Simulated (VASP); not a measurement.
Input of a VASP 6.6.1 run:

Contents of INCAR:

```
SYSTEM = SnSe
PREC     = Accurate       ! precision mode
ENCUT    = 520            ! plane-wave cutoff, eV
EDIFF    = 1E-6           ! SCF threshold, eV
ISMEAR   = -1             ! smearing method
SIGMA    = 0.01           ! smearing width, eV
LREAL    = .False.        ! projectors in reciprocal space
LASPH    = .True.         ! aspherical terms in the spheres
NELM     = 80             ! most SCF steps
ALGO     = Normal         ! electronic algorithm
ISIF     = 2              ! what is computed and relaxed
LWAVE    = .False.        ! write WAVECAR
LCHARG   = .True.         ! write CHGCAR
GGA      = PS             ! functional
LELF     = .True.         ! ELF
LVHAR    = .True.       
NBANDS   = 28             ! bands
```

The input KPOINTS:

```
regular mesh
0
Gamma
  4 4 3
  0 0 0
```

File POSCAR:

```
SnSe
1.0
    2.9092788335      0.0000000000      0.0000000000
   -1.4546394168      2.5195093765      0.0000000000
    0.0000000000      0.0000000000      9.9790893611
Sn Se
2 2
Direct
    0.3333333333      0.6666666667      0.0592649763
    0.6666666667      0.3333333333      0.5592649763
    0.3333333333      0.6666666667      0.3157350237
    0.6666666667      0.3333333333      0.8157350237
```

Potentials or basis: VASP PAW PBE potentials, release 64 (Sn_d, Se).

The run is started by

```sh
$ cat potpaw_PBE.64/Sn_d/POTCAR potpaw_PBE.64/Se/POTCAR > POTCAR
$ mpirun -np 1 vasp_std > vasp.out
```

**Question.** What does it give for the band gap on the k mesh?

**Answer.** Zero (band 20 reaches 13.14 eV, above the bottom of band 21 at 9.49 eV).

**Question.** Estimate the pressure.

**Answer.** 30.2 GPa.

**Question.** What does it give for the largest force?

**Answer.** 0.006 eV/Å.

Stress tensor (GPa, compression positive):
```
30.12  0.00  0.00
 0.00 30.12  0.00
 0.00  0.00 30.24
```

Caveat: the k points lie up to 0.62 Å⁻¹ apart; the PAW data sets were made with another functional, which shifts forces and pressure a little; spin-orbit coupling is left out, which moves the levels of the heavy elements.
